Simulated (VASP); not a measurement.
Wanted: the native input for a VASP 6.6.1 run.

```
Task                   : single point
Functional             : PBE
Potentials or basis    : VASP PAW PBE potentials, release 64 (Ru_pv)
Cutoff                 : 520 eV
k mesh                 : 12 × 12 × 8
Occupations            : gaussian, width 0.15 eV
Spin                   : no spin polarisation
Dipole correction      : no
Further INCAR settings : ALGO = Fast; EDIFF = 1e-06; NBANDS = 21
```

The structure of Ru lies in POSCAR:

```
Ru
1.0
    2.6571078821      0.0696395144     -0.0517489593
   -1.2682443524      2.3977469794      0.0080678749
   -0.0817468010     -0.0324802703      4.3208122670
Ru
2
Direct
    0.2868879151      0.5971273387      0.2119679736
    0.7131120849      0.4028726613      0.7880320264
```

This cell differs from its parent crystal: atoms moved at random and the cell strained at random.

These files were run (other wordings do the same):

INCAR

```
SYSTEM = Ru
ALGO = Fast
EDIFF = 1E-6
ENCUT = 520
GGA = PE
ISIF = 2
ISMEAR = 0
LASPH = .TRUE.
LCHARG = .TRUE.
LELF = .TRUE.
LREAL = .FALSE.
LVHAR = .TRUE.
LWAVE = .FALSE.
NBANDS = 21
NELM = 80
PREC = Accurate
SIGMA = 0.15
```

KPOINTS

```
k-points
0
G
  12 12 8
  0 0 0
```

Potentials or basis: VASP PAW PBE potentials, release 64 (Ru_pv).

Launch:

```sh
$ cat potpaw_PBE.64/Ru_pv/POTCAR > POTCAR
$ mpirun -np 1 vasp_std > vasp.out
```

It gave:

The pressure is 24.2 GPa. The largest force is 6.161 eV/Å. The band gap on the k mesh is zero (band 14 reaches 13.77 eV, above the bottom of band 15 at 11.41 eV).

Caveat: the cell differs from its parent crystal (atoms moved at random and the cell strained at random); forces of over 1 eV/Å act on the atoms, so gaps and moduli don't describe the material at rest.

Run time: 2.9 min on 1 thread of Intel Xeon 6975P-C (shared host), peak memory 0.36 GiB.
